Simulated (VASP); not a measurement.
HgTe (Coloradoite): single point with PBE exchange alone

Crystal: HgTe (Coloradoite).

```
Hg Te
1.0
     0.00000    3.17106    3.17106
     3.17106    0.00000    3.17106
     3.17106    3.17106    0.00000
Hg Te
1 1
Cartesian
  0.0000 0.0000 0.0000
  4.7566 4.7566 4.7566
```

```json
{
  "Program": "VASP 6.6.1",
  "Task": "single point",
  "Functional": "PBE exchange alone",
  "Potentials or basis": "VASP PAW PBE potentials, release 64 (Hg, Te)",
  "Cutoff": "520 eV",
  "k mesh": "7 × 7 × 7",
  "Occupations": "fermi-dirac, width 0.05 eV",
  "Spin": "no spin polarisation",
  "Dipole correction": "no",
  "Further INCAR settings": "ALGO = Normal; EDIFF = 1e-07; NBANDS = 16"
}
```

```
Pressure               : 15.9 GPa
Band gap on the k mesh : zero (filled and empty bands touch)
```

Levels at points of the mesh, in eV from the Fermi level:
```
           k point  band 6  band 7  band 8  band 9  band 10  band 11  band 12  band 13
(0.00, 0.00, 0.00)   -7.09   -0.69   -0.04   -0.04    -0.04     4.08     4.08     4.08
```

Run time: 16 s on 1 thread of Intel(R) Xeon(R) 6975P-C (Granite Rapids) (shared host), peak memory 0.21 GiB.

Caveat: spin-orbit coupling is left out, which moves the levels of the heavy elements.
